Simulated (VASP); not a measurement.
Set up this calculation in VASP 6.6.1, as the native input.

```
Task                   : single point
Functional             : PBE
Potentials or basis    : VASP PAW PBE potentials, release 64 (Ga_d, Sn_d, S)
Cutoff                 : 520 eV
k mesh                 : 8 × 8 × 2
Occupations            : gaussian, width 0.1 eV
Spin                   : no spin polarisation
Dipole correction      : no
Further INCAR settings : LREAL = Auto; ALGO = Fast; EDIFF = 1e-07; NBANDS = 101
```

The structure of GaSn4S3 lies in POSCAR:

```
GaSn4S3
1.0
    4.1097593190      0.0000000000      0.0000000000
    0.0000000000      4.1097593190      0.0000000000
    0.0000000000      0.0000000000     24.2791343405
Ga Sn S
2 8 6
Direct
    0.0000000000      0.5000000000      0.0584106574
    0.5000000000      0.0000000000      0.9415893426
    0.0000000000      0.5000000000      0.4418353965
    0.0000000000      0.5000000000      0.1843336735
    0.0000000000      0.5000000000      0.9396451320
    0.0000000000      0.5000000000      0.6971095169
    0.5000000000      0.0000000000      0.8156663265
    0.5000000000      0.0000000000      0.5581646035
    0.5000000000      0.0000000000      0.3028904831
    0.5000000000      0.0000000000      0.0603548680
    0.0000000000      0.5000000000      0.2938827004
    0.0000000000      0.5000000000      0.8070178729
    0.0000000000      0.5000000000      0.5504571785
    0.5000000000      0.0000000000      0.7061172996
    0.5000000000      0.0000000000      0.1929821271
    0.5000000000      0.0000000000      0.4495428215
```

One way to write it, as run:

INCAR

```
SYSTEM = GaSn4S3
PREC = Accurate
ENCUT = 520
EDIFF = 1E-7
ISMEAR = 0
SIGMA = 0.1
LREAL = Auto
LASPH = .True.
NELM = 60
ALGO = Fast
ISIF = 2
LWAVE = .False.
LCHARG = .False.
GGA = PE
NBANDS = 101
```

KPOINTS

```
regular mesh
0
Gamma
  8 8 2
  0 0 0
```

Potentials or basis: VASP PAW PBE potentials, release 64 (Ga_d, Sn_d, S).

Launch:

```console
$ cat potpaw_PBE.64/Ga_d/POTCAR potpaw_PBE.64/Sn_d/POTCAR potpaw_PBE.64/S/POTCAR > POTCAR
$ mpirun -np 1 vasp_std > vasp.out
```

It gave:

- Pressure: -0.1 GPa
- Largest force: 0.021 eV/Å
- Band gap on the k mesh: zero (bands 87 and 88 overlap by 3.00 eV)

Caveat: spin-orbit coupling is left out, which moves the levels of the heavy elements.

Run time: 81 min on 1 thread of Oxide Virtual Turin-like Processor, with other jobs on the host, peak memory 0.91 GiB.
